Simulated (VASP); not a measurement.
K: single point with HSE06

The system is K.

```
CELL_PARAMETERS angstrom
-2.66110 2.66110 2.66110
2.66110 -2.66110 2.66110
2.66110 2.66110 -2.66110
ATOMIC_POSITIONS crystal
K 0.00000 0.00000 0.00000
```

```
Program             : VASP 6.6.1
Task                : single point
Functional          : HSE06
Potentials or basis : VASP PAW PBE potentials, release 64 (K_sv)
Cutoff              : 400 eV
k mesh              : 5 × 5 × 5
Occupations         : gaussian, width 0.05 eV
Spin                : no spin polarisation
```

The pressure is 0.0 GPa and the band gap on the k mesh is zero (an odd number of electrons rules out a gap without spin polarisation).

Levels at points of the mesh, in eV from the Fermi level:
| k point | band 2 | band 3 | band 4 | band 5 | band 6 | band 7 |
| --- | --- | --- | --- | --- | --- | --- |
| (0.00, 0.00, 0.00) | -17.36 | -17.36 | -17.36 | -2.57 | 4.81 | 4.81 |

It took 4 min on 1 thread of Intel Xeon 8259CL, on a shared host, peak memory 0.27 GiB.

Caveat: the PAW data sets were made with another functional, which shifts forces and pressure a little.
